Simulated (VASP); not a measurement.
# BaF2 (Fm-3m) in VASP: single point with HSE06

Aim: the single point of BaF2 with HSE06.

Everything below comes from runs of VASP 6.6.1. Logs are shortened: lines on timing, memory, paths and dates and some standing lists are left out, and cuts for length are marked.

### Step 1. The cell of the first run

The structure is cubic, space group Fm-3m (No. 225). Conventional cell: a = 6.194 Å, b = 6.194 Å, c = 6.194 Å, α = 90.00°, β = 90.00°, γ = 90.00°. Within 3.5 Å of Ba (site symmetry m-3m) lie 8 F at 2.68 Å. Within 3.5 Å of F (site symmetry -43m) lie 4 Ba at 2.68 Å and 6 F at 3.10 Å.

### Step 2. Single point, HSE06

POSCAR

```
BaF2
1.0
    0.0000000000      3.0971637718      3.0971637718
    3.0971637718      0.0000000000      3.0971637718
    3.0971637718      3.0971637718      0.0000000000
Ba F
1 2
Direct
    0.0000000000      0.0000000000      0.0000000000
    0.2500000000      0.2500000000      0.2500000000
    0.7500000000      0.7500000000      0.7500000000
```

INCAR.step1

```
SYSTEM = BaF2
PREC = Accurate
ENCUT = 520
EDIFF = 1E-5
ISMEAR = 0
SIGMA = 0.01
LREAL = .FALSE.
LASPH = .TRUE.
NELM = 120
ALGO = Normal
ISIF = 2
LWAVE = .TRUE.
LCHARG = .FALSE.
NBANDS = 19
GGA = PE
GGA_COMPAT = .FALSE.
```

INCAR.step2

```
SYSTEM = BaF2
PREC = Accurate
ENCUT = 520
EDIFF = 1E-6
ISMEAR = 0
SIGMA = 0.01
LREAL = .FALSE.
LASPH = .TRUE.
NELM = 120
ALGO = Normal
ISIF = 2
LWAVE = .FALSE.
LCHARG = .FALSE.
GGA = PE
LHFCALC = .TRUE.
HFSCREEN = 0.2079
PRECFOCK = Normal
NBANDS = 19
ISTART = 1
GGA_COMPAT = .FALSE.
```

KPOINTS

```
Automatic mesh
0
G
  4 4 4
  0 0 0
```

Potentials or basis: VASP PAW PBE potentials, release 64 (Ba_sv, F).

The run is started by

```bash
cat potpaw_PBE.64/Ba_sv/POTCAR potpaw_PBE.64/F/POTCAR > POTCAR
cp INCAR.step1 INCAR
mpirun -np 1 vasp_std > vasp.out
cp INCAR.step2 INCAR
mpirun -np 1 vasp_std > vasp.out
```

OUTCAR:

```text
SYSTEM = BaF2
   PREC = Accurate
   ENCUT = 520
   EDIFF = 1E-6
   ISMEAR = 0
   LREAL = .FALSE.
   LASPH = .TRUE.
   NELM = 120
   ISIF = 2
   GGA = PE
   LHFCALC = .TRUE.
   HFSCREEN = 0.2079
   PRECFOCK = Normal
   ISTART = 1

 ion  position               nearest neighbor table
   1  0.000  0.000  0.000-   3 2.68   3 2.68   3 2.68   2 2.68   3 2.68   2 2.68   2 2.68   2 2.68

   2  0.250  0.250  0.250-   1 2.68   1 2.68   1 2.68   1 2.68
   3  0.750  0.750  0.750-   1 2.68   1 2.68   1 2.68   1 2.68

  LATTYP: Found a face centered cubic cell.
 ALAT       =     6.1943275436

  Lattice vectors:

 A1 = (   0.0000000000,   3.0971637718,   3.0971637718)
 A2 = (   3.0971637718,   0.0000000000,   3.0971637718)
 A3 = (   3.0971637718,   3.0971637718,   0.0000000000)

Analysis of symmetry for initial positions (statically):
=====================================================================
 Subroutine PRICEL returns:
 Original cell was already a primitive cell.

 Routine SETGRP: Setting up the symmetry group for a
 face centered cubic supercell.

 Subroutine GETGRP returns: Found 48 space group operations
 (whereof 48 operations were pure point group operations)
 out of a pool of 48 trial point group operations.

The static configuration has the point symmetry O_h .

Analysis of symmetry for dynamics (positions and initial velocities):
=====================================================================
 Subroutine PRICEL returns:
 Original cell was already a primitive cell.

 Routine SETGRP: Setting up the symmetry group for a
 face centered cubic supercell.

 Subroutine GETGRP returns: Found 48 space group operations
 (whereof 48 operations were pure point group operations)
 out of a pool of 48 trial point group operations.

The dynamic configuration has the point symmetry O_h .

 Subroutine INISYM returns: Found 48 space group operations
 (whereof 48 operations are pure point group operations),
 and found     1 'primitive' translations

----------------------------------------------------------------------------------------

                                     Primitive cell

  volume of cell :      59.4186

  direct lattice vectors                    reciprocal lattice vectors
     0.000000000  3.097163772  3.097163772    -0.161438024  0.161438024  0.161438024
     3.097163772  0.000000000  3.097163772     0.161438024 -0.161438024  0.161438024
     3.097163772  3.097163772  0.000000000     0.161438024  0.161438024 -0.161438024

  length of vectors
     4.380051011  4.380051011  4.380051011     0.279618860  0.279618860  0.279618860

  position of ions in fractional coordinates (direct lattice)
     0.000000000  0.000000000  0.000000000
     0.250000000  0.250000000  0.250000000
     0.750000000  0.750000000  0.750000000

  ion indices of the primitive-cell ions
   primitive index   ion index
                 1           1
                 2           2
                 3           3

----------------------------------------------------------------------------------------

 KPOINTS: Automatic mesh

Automatic generation of k-mesh.
 Grid dimensions read from file:
 generate k-points for:    4    4    4

 Generating k-lattice:

  Cartesian coordinates                     Fractional coordinates (reciprocal lattice)
    -0.040359506  0.040359506  0.040359506     0.250000000  0.000000000  0.000000000
     0.040359506 -0.040359506  0.040359506     0.000000000  0.250000000  0.000000000
     0.040359506  0.040359506 -0.040359506     0.000000000  0.000000000  0.250000000

  Length of vectors
     0.069904715  0.069904715  0.069904715

  Shift w.r.t. Gamma in fractional coordinates (k-lattice)
     0.000000000  0.000000000  0.000000000

 Subroutine IBZKPT returns following result:
 ===========================================

 Found      8 irreducible k-points:

 Following reciprocal coordinates:
            Coordinates               Weight
  0.000000  0.000000  0.000000      1.000000
  0.250000  0.000000  0.000000      8.000000
  0.500000  0.000000  0.000000      4.000000
  0.250000  0.250000  0.000000      6.000000
  0.500000  0.250000  0.000000     24.000000
 -0.250000  0.250000  0.000000     12.000000
  0.500000  0.500000  0.000000      3.000000
 -0.250000  0.500000  0.250000      6.000000
   k-points           NKPTS =      8   k-points in BZ     NKDIM =     64   number of bands    NBANDS=     19
   number of dos      NEDOS =    301   number of ions     NIONS =      3
   total plane-waves  NPLWV =  46656
   dimension x,y,z NGX =    36 NGY =   36 NGZ =   36
   dimension x,y,z NGXF=    72 NGYF=   72 NGZF=   72
   ions per type =               1   2
   NGX,Y,Z   is equivalent  to a cutoff of  13.66, 13.66, 13.66 a.u.
   NGXF,Y,Z  is equivalent  to a cutoff of  27.33, 27.33, 27.33 a.u.
 SYSTEM =  BaF2
   PREC   = accura    normal or accurate (medium, high low for compatibility)
   ISTART =      1    job   : 0-new  1-cont  2-samecut
   ICHARG =      0    charge: 1-file 2-atom 10-const
   ISPIN  =      1    spin polarized calculation?
   LNONCOLLINEAR =      F non collinear calculations
   LSORBIT =      F    spin-orbit coupling
   LASPH  =      T    aspherical Exc in radial PAW
   ENCUT  =  520.0 eV  38.22 Ry    6.18 a.u.   8.14  8.14  8.14*2*pi/ulx,y,z
   NELM   =    120;   NELMIN=  2; NELMDL=  0     # of ELM steps
   EDIFF  = 0.1E-05   stopping-criterion for ELM
   LREAL  =      F    real-space projection
   EDIFFG = 0.1E-04   stopping-criterion for IOM
   NSW    =      0    number of steps for IOM
   IBRION =     -1    ionic relax: 0-MD 1-quasi-New 2-CG
   NFREE  =      0    steps in history (QN), initial steepest desc. (CG)
   ISIF   =      2    stress and relaxation
   ISYM   =      3    0-nonsym 1-usesym 2-fastsym
   POTIM  = 0.5000    time-step for ionic-motion
   TEBEG  =    0.0;   TEEND  =   0.0 temperature during run
   PSTRESS=    0.0 pullay stress
   NELECT =      24.0000    total number of electrons
   NUPDOWN=      -1.0000    fix difference up-down
   EMIN   =  10.00;   EMAX   =-10.00  energy-range for DOS
   EFERMI =   0.00;   METHOD = LEGACY
   ISMEAR =     0;   SIGMA  =   0.01  broadening in eV -4-tet -1-fermi 0-gaus
   EFERMI_NEDOS =   21; number of points for ismear=-14 and -15
   IALGO  =     38    algorithm
   IMIX   =      1    mixing-type and parameters
     AMIX     =   0.40;   BMIX     =  1.00
     AMIX_MAG =   1.60;   BMIX_MAG =  1.00
  volume/ion in A,a.u.               =      19.81       133.66
  Fermi-wavevector in a.u.,A,eV,Ry     =   1.210146  2.286844 19.925095  1.464453
  Thomas-Fermi vector in A             =   2.345702
   LORBIT       =      0    0 simple, 1 ext, 2 COOP (PROOUT), +10 PAW based schemes
   GGA     = PE    functional components
   LHFCALC =     T    Hartree Fock is set to
   PRECFOCK=normal    Normal, Fast or Accurate (Low or Medium for compatibility)
   ENCUT4O =  -1.0   cutoff for four orbital integrals eV
   NKREDX  =     1    reduce k-point grid by
   NKREDY  =     1    reduce k-point grid by
   NKREDZ  =     1    reduce k-point grid by
   AEXX    =    0.2500 exact exchange contribution
   HFSCREEN=    0.2079 screening length (either q_TF or 0.3 A-1)
   HFSCREENC=   0.2079 screening length for correlation (either q_TF or 0.3 A-1)
   ENCUTFOCK=  -1.0 apply spherical cutoff to Coloumb kernel
   IVDW    =     0    specifies the selected vdW correction
   LEPSILON=     F    determine dielectric tensor
   LRPA    =     F    only Hartree local field effects (RPA)
 non-spin polarized calculation
 Gauss-broadening in eV      SIGMA  =   0.01
  energy-cutoff  :      520.00
  volume of cell :       59.42
 maximum number of plane-waves:      1639
 NGX is ok and might be reduce to    36
  NGX = 28; NGY = 28; NGZ = 28

 number of electron      24.0000001 magnetization

 Free energy of the ion-electron system (eV)
  ---------------------------------------------------
  ext. energy  EPLUGINS =         0.00000000
  ---------------------------------------------------
  free energy    TOTEN  =       -20.37459340 eV

  energy without entropy =      -20.37459340  energy(sigma->0) =      -20.37459340

 E-fermi :  -3.5602     XC(G=0):  -7.1947

 val. band max:       -3.6116296050   @ k =  -0.2500   0.2500   0.0000
 cond. band min:       5.0884561561   @ k =   0.0000   0.0000   0.0000
 fundamental gap:      8.7000857611
 Fermi energy:        -3.5602448946

 k-point     1 :       0.0000    0.0000    0.0000
  band No.  band energies     occupation
      1     -27.6758      2.00000
      2     -24.1498      2.00000
      3     -23.9900      2.00000
      4     -11.3622      2.00000
      5     -11.3622      2.00000
      6     -11.3622      2.00000
[... 11 lines left out ...]
     18      10.0634      0.00000
     19      13.9224      0.00000

 k-point     2 :       0.2500    0.0000    0.0000
  band No.  band energies     occupation
      1     -27.5368      2.00000
      2     -24.2236      2.00000
      3     -24.1330      2.00000
      4     -11.4687      2.00000
      5     -11.4609      2.00000
      6     -11.4609      2.00000
[... 11 lines left out ...]
     18      10.1219      0.00000
     19      12.2323      0.00000

 k-point     3 :       0.5000    0.0000    0.0000
  band No.  band energies     occupation
      1     -27.3808      2.00000
      2     -24.3941      2.00000
      3     -24.1973      2.00000
      4     -11.5537      2.00000
      5     -11.5537      2.00000
      6     -11.5524      2.00000
[... 11 lines left out ...]
     18      10.2416      0.00000
     19      12.5943      0.00000

 k-point     4 :       0.2500    0.2500    0.0000
  band No.  band energies     occupation
      1     -27.4885      2.00000
      2     -24.2158      2.00000
      3     -24.2145      2.00000
      4     -11.6067      2.00000
      5     -11.6067      2.00000
      6     -11.2728      2.00000
[... 11 lines left out ...]
     18      10.2935      0.00000
     19      13.9866      0.00000

 k-point     5 :       0.5000    0.2500    0.0000
  band No.  band energies     occupation
      1     -27.3285      2.00000
      2     -24.3827      2.00000
      3     -24.2863      2.00000
      4     -11.6996      2.00000
      5     -11.6959      2.00000
      6     -11.3627      2.00000
[... 11 lines left out ...]
     18      11.1898      0.00000
     19      12.5887      0.00000

 k-point     6 :      -0.2500    0.2500    0.0000
  band No.  band energies     occupation
      1     -27.3833      2.00000
      2     -24.2960      2.00000
      3     -24.2931      2.00000
      4     -11.5741      2.00000
      5     -11.5571      2.00000
      6     -11.5431      2.00000
[... 11 lines left out ...]
     18      10.9571      0.00000
     19      12.8176      0.00000

 k-point     7 :       0.5000    0.5000    0.0000
  band No.  band energies     occupation
      1     -27.2719      2.00000
      2     -24.4706      2.00000
      3     -24.2778      2.00000
      4     -11.8287      2.00000
      5     -11.8287      2.00000
      6     -11.1705      2.00000
[... 11 lines left out ...]
     18      11.4508      0.00000
     19      13.5803      0.00000

 k-point     8 :      -0.2500    0.5000    0.2500
  band No.  band energies     occupation
      1     -27.2718      2.00000
      2     -24.3759      2.00000
      3     -24.3759      2.00000
      4     -11.8482      2.00000
      5     -11.5009      2.00000
      6     -11.5009      2.00000
[... 11 lines left out ...]
     18      13.4133      0.00000
     19      13.6193      0.00000

------------------------ aborting loop because EDIFF is reached ----------------------------------------

  FORCE on cell =-STRESS in cart. coord.  units (eV):
  Direction    XX          YY          ZZ          XY          YZ          ZX
  --------------------------------------------------------------------------------------
  -------------------------------------------------------------------------------------
  Total        0.5168500      0.5168500      0.5168500      0.0000000      0.0000000      0.0000000
  in kB       13.9364637     13.9364637     13.9364637      0.0000000      0.0000000      0.0000000
  external PRESSURE =      13.9364637 kB  Pullay stress =       0.0000000 kB

 VOLUME and BASIS-vectors are now :
 -----------------------------------------------------------------------------
  energy-cutoff  :      520.00
  volume of cell :       59.42
      direct lattice vectors                 reciprocal lattice vectors
     0.000000000  3.097163772  3.097163772    -0.161438024  0.161438024  0.161438024
     3.097163772  0.000000000  3.097163772     0.161438024 -0.161438024  0.161438024
     3.097163772  3.097163772  0.000000000     0.161438024  0.161438024 -0.161438024

 POSITION                                       TOTAL-FORCE (eV/Angst)
 -----------------------------------------------------------------------------------
      0.00000      0.00000      0.00000        -0.000000     -0.000000      0.000000
      1.54858      1.54858      1.54858        -0.000000     -0.000000     -0.000000
      4.64575      4.64575      4.64575         0.000000      0.000000      0.000000
 -----------------------------------------------------------------------------------
    total drift:                               -0.000006     -0.000006     -0.000006

  FREE ENERGIE OF THE ION-ELECTRON SYSTEM (eV)
  ---------------------------------------------------
  free  energy   TOTEN  =       -20.3745933984 eV

  energy  without entropy=      -20.3745933984  energy(sigma->0) =      -20.37459340
```

Wall time 19 min (1 thread of Intel Xeon Platinum 8488C (Sapphire Rapids), shared host); peak memory 0.32 GiB.

What came out:

```
Free energy            : -20.3746 eV
Pressure               : 1.4 GPa
Band gap on the k mesh : 8.70 eV (least direct gap 8.79 eV)
```

Caveat: the k points lie up to 0.44 Å⁻¹ apart; the PAW data sets were made with another functional, which shifts forces and pressure a little; spin-orbit coupling is left out, which moves the levels of the heavy elements. A k mesh can miss the band edges.
